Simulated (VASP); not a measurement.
Write the native input for VASP 6.6.1 that does the following.

| Quantity | Value |
| --- | --- |
| Task | single point |
| Functional | PBE |
| Potentials or basis | VASP PAW PBE potentials, release 64 (Mo_sv, S) |
| Cutoff | 520 eV |
| k mesh | 8 × 8 × 2 |
| Occupations | fermi-dirac, width 0.1 eV |
| Spin | no spin polarisation |
| Dipole correction | no |
| Further INCAR settings | ALGO = Normal; EDIFF = 1e-06; NBANDS = 35 |

The structure of MoS2 lies in POSCAR:

```
MoS2
1.0
    3.1690000000      0.0000000000      0.0000000000
   -1.5845000000      2.7444300000      0.0000000000
    0.0000000000      0.0000000000     12.3240000000
Mo S
2 4
Direct
    0.3333333333      0.6666666667      0.2500000000
    0.6666666667      0.3333333333      0.7500000000
    0.3333333333      0.6666666667      0.6230000000
    0.6666666667      0.3333333333      0.1230000000
    0.3333333333      0.6666666667      0.8770000000
    0.6666666667      0.3333333333      0.3770000000
```

The input as run:

INCAR

```
ALGO = Normal
EDIFF = 1E-6
ENCUT = 520
GGA = PE
ISIF = 2
ISMEAR = -1
LASPH = True
LCHARG = False
LREAL = False
LWAVE = False
NBANDS = 35
NELM = 60
PREC = Accurate
SIGMA = 0.1
```

KPOINTS

```
k-points
0
Gamma
  8 8 2
```

Potentials or basis: VASP PAW PBE potentials, release 64 (Mo_sv, S).

The run is started by

```console
$ cat potpaw_PBE.64/Mo_sv/POTCAR potpaw_PBE.64/S/POTCAR > POTCAR
$ mpirun -np 1 vasp_std > vasp.out
```

Results of the run:

The pressure is 1.9 GPa and the largest force is 0.078 eV/Å. The band gap on the k mesh is 0.99 eV, indirect (least direct gap 1.94 eV).

Caveat: this functional lacks dispersion, which binds the layers, so the pressure and a relaxed spacing across them are unreliable.

Run time: 54 s on 1 thread of AMD EPYC 7R13 Processor (Zen 3), on a shared host, peak memory 0.21 GiB.
